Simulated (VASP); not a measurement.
Input of a VASP 6.6.1 run:

INCAR

```
SYSTEM = Hf
PREC = Accurate
ENCUT = 520
EDIFF = 1E-7
ISMEAR = -1
SIGMA = 0.1
LREAL = .False.
LASPH = .True.
NELM = 100
ALGO = Normal
ISIF = 2
LWAVE = .False.
LCHARG = .False.
NBANDS = 17
```

Contents of KPOINTS:

```
Automatic mesh
0
Gamma
  7 7 4
  0 0 0
```

POSCAR

```
Hf
1.0
    3.1183974891      0.0000000000      0.0000000000
   -1.5591987445      2.7006114446      0.0000000000
    0.0000000000      0.0000000000      4.9475473504
Hf
2
Direct
    0.3333333333      0.6666666667      0.2500000000
    0.6666666667      0.3333333333      0.7500000000
```

Potentials or basis: VASP PAW LDA potentials, release 64 (Hf_pv).

Launch:

```bash
$ cat potpaw_LDA.64/Hf_pv/POTCAR > POTCAR
$ mpirun -np 1 vasp_std > vasp.out
```

Q: Predict the band gap on the k mesh.

A: Zero (band 10 reaches 6.43 eV, above the bottom of band 11 at 5.20 eV).

Q: Estimate the pressure.

A: 0.2 GPa.

Stress tensor (GPa, compression positive):
```
0.26 0.00 0.00
0.00 0.26 0.00
0.00 0.00 0.17
```

Caveat: spin-orbit coupling is left out, which moves the levels of the heavy elements.
